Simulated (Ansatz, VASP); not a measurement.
# One calculation of Rh, two programs

```
Rh
1.0
     2.48735    0.00000    0.00000
    -1.24368    2.15411    0.00000
     0.00000    0.00000    4.69651
Rh
2
Direct
  0.66667 0.33333 0.75000
  0.33333 0.66667 0.25000
```

Change from the starting cell: strain -0.080 along x and y, +0.080 along z, atoms carried along.

Alike in both runs: task single point; functional r2SCAN; k mesh 24 × 24 × 14; occupations gaussian, width 0.15 eV; no spin polarisation.

|  | VASP | Ansatz |
| --- | --- | --- |
| version | VASP 6.6.1 | Ansatz 0.2.0 |
| potentials or method | VASP PAW PBE potentials, release 64 (Rh_pv), cutoff 520 eV | scalar-relativistic, plane waves, PAW |
| valence electrons in the cell | 30 | 34 |

Ansatz gave:

| Property | Result |
| --- | --- |
| gap on the k mesh at the Fermi level (eV) | none |
| pressure (GPa) | 41.5 |
| traceless stress, the component that is largest in VASP (GPa) | -46.02 |

Question: Which values does VASP return?

Answer: gap on the k mesh at the Fermi level (eV): none; pressure (GPa): 43.4; traceless stress, the component that is largest in VASP (GPa): -46.71.

VASP's potentials were made for PBE, not for r2SCAN. A gap of «none» marks a metal or a gap that the smearing closes. Both programs put the cell under a high pressure, so it lies far from rest at this level. VASP's potentials hold 30 valence electrons a cell and Ansatz's 34, so a difference there can come from the potentials and not from the codes.
